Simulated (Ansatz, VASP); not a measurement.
**TaN: VASP beside Ansatz**

```
Ta N
1.0
     2.73231    0.00000    0.00000
     0.00000    2.73231    0.00000
     0.00000    0.00000    2.73231
Ta N
1 1
Direct
  0.00000 0.00000 0.00000
  0.50000 0.50000 0.50000
```

Alike in both runs: task single point; functional r2SCAN; k mesh 7 × 7 × 7; occupations gaussian, width 0.05 eV; collinear spin; Hubbard terms Ta d U = 1.0 eV.

|  | VASP | Ansatz |
| --- | --- | --- |
| version | VASP 6.6.1 | Ansatz 0.2.0 |
| potentials or method | VASP PAW PBE potentials, release 64 (Ta_pv, N), cutoff 520 eV | scalar-relativistic, plane waves, PAW |
| valence electrons in the cell | 16 | 18 |

Ansatz gave:

```
gap on the k mesh at the Fermi level (eV)                     : none
pressure (GPa)                                                : 2.7
net moment per atom (μB)                                      : 0.10
size of the moment on the site where the two differ most (μB) : 0.11
```

Question: What did VASP give for the same quantities?

Answer: gap on the k mesh at the Fermi level (eV): none; pressure (GPa): 6.6; net moment per atom (μB): 0.10; size of the moment on the site where the two differ most (μB): 0.16.

VASP's potentials were made for PBE, not for r2SCAN. Site moments also hang on the region over which each program counts them. The programs project onto different local orbitals, so the same U acts differently, and such runs can settle in different states. A gap of «none» marks a metal or a gap that the smearing closes. VASP's potentials hold 16 valence electrons a cell and Ansatz's 18, so a difference there can come from the potentials and not from the codes. Ansatz's warnings: filled band counts differ across k points, seeded moment not kept, stability check not made.

Spin-orbit coupling is off throughout.
